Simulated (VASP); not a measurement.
Runs of VASP 6.6.1 on Pd. The structure is that of space group Fd-3m (No. 227), or close to it. The cells are those of the table. This isn't the form of Pd at room conditions, which is fcc.

```tsv
task	cell	k mesh	cutoff (eV)	gap on the mesh (eV)	pressure (GPa)	moment (μB)
single point	a = 3.970 Å, angles 60.0°, 2 atoms	16 × 16 × 16	520	none	-0.2	0.00
single point	a = 3.970 Å, angles 60.0°, 2 atoms	11 × 11 × 11	520	none	-0.2	0.83
single point	a = 3.861 Å, angles 60.0°, 2 atoms	11 × 11 × 11	520	none	9.5	0.68
single point	a = 4.022 Å, angles 60.0°, 2 atoms	11 × 11 × 11	520	none	-3.5	0.85
single point	a = 4.073 Å, angles 60.0°, 2 atoms	11 × 11 × 11	520	none	(a)	0.85
single point	a = 3.917 Å, angles 60.0°, 2 atoms	11 × 11 × 11	520	none	(b)	(c)
single point	a = 3.805 Å, angles 60.0°, 2 atoms	11 × 11 × 11	520	none	16.5	0.45
single point	a = 3.970 Å, angles 60.0°, 2 atoms	10 × 10 × 10	520	none	-0.2	0.00
relaxation of cell and atoms	relaxed from a = 3.830 Å, angles 60.0°, 2 atoms	10 × 10 × 10	600	none	0.0	0.00
single point	a = 4.123 Å, angles 60.0°, 2 atoms	11 × 11 × 11	520	none	-8.0	0.85
```

Alike in all rows: level LDA; potentials or basis VASP PAW LDA potentials, release 64 (Pd); spin collinear; smearing fermi-dirac 0.05 eV.

Task: Estimate the missing entries.

Result: (a) -6.0; (b) 4.0; (c) 0.78.

Caveats: the cell stands under pressure (at least some runs); the cell stands under tension (at least some runs).

A k mesh can miss the band edges, and the runs leave out spin-orbit coupling on Pd.

A gap of «none» marks levels without a gap at the run's occupations.
